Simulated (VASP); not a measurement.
Input of a VASP 6.6.1 run:

Contents of INCAR:

```
SYSTEM = Al2Zn
ALGO = Fast
EDIFF = 1E-6
ENCUT = 520
ISIF = 2
ISMEAR = 0
LASPH = .TRUE.
LCHARG = .FALSE.
LREAL = .FALSE.
LWAVE = .FALSE.
NBANDS = 16
NELM = 80
PREC = Accurate
SIGMA = 0.15
```

KPOINTS

```
k-points
0
G
  18 18 8
  0 0 0
```

The input POSCAR:

```
Al2Zn
1.0
    2.9104299519      0.0000000000      0.0000000000
   -1.4552149759      2.5205062743      0.0000000000
    0.0000000000      0.0000000000      7.1722659740
Al Zn
2 1
Direct
    0.3333333333      0.6666666667      0.3282219152
    0.6666666667      0.3333333333      0.6717780848
    0.0000000000      0.0000000000      0.0000000000
```

Potentials or basis: VASP PAW LDA potentials, release 64 (Al, Zn).

The run is started by

```sh
$ cat potpaw_LDA.64/Al/POTCAR potpaw_LDA.64/Zn/POTCAR > POTCAR
$ mpirun -np 1 vasp_std > vasp.out
```

**Question.** Estimate the pressure.

**Answer.** -9.0 GPa.

**Question.** What does it give for the largest force?

**Answer.** 0.034 eV/Å.

**Question.** What does it give for the band gap on the k mesh?

**Answer.** Zero (band 9 reaches 7.96 eV, above the bottom of band 10 at 4.17 eV).

Forces on the atoms (eV/Å):
```
Al   0.000  0.000 -0.034
Al   0.000  0.000  0.034
Zn   0.000  0.000  0.000
```
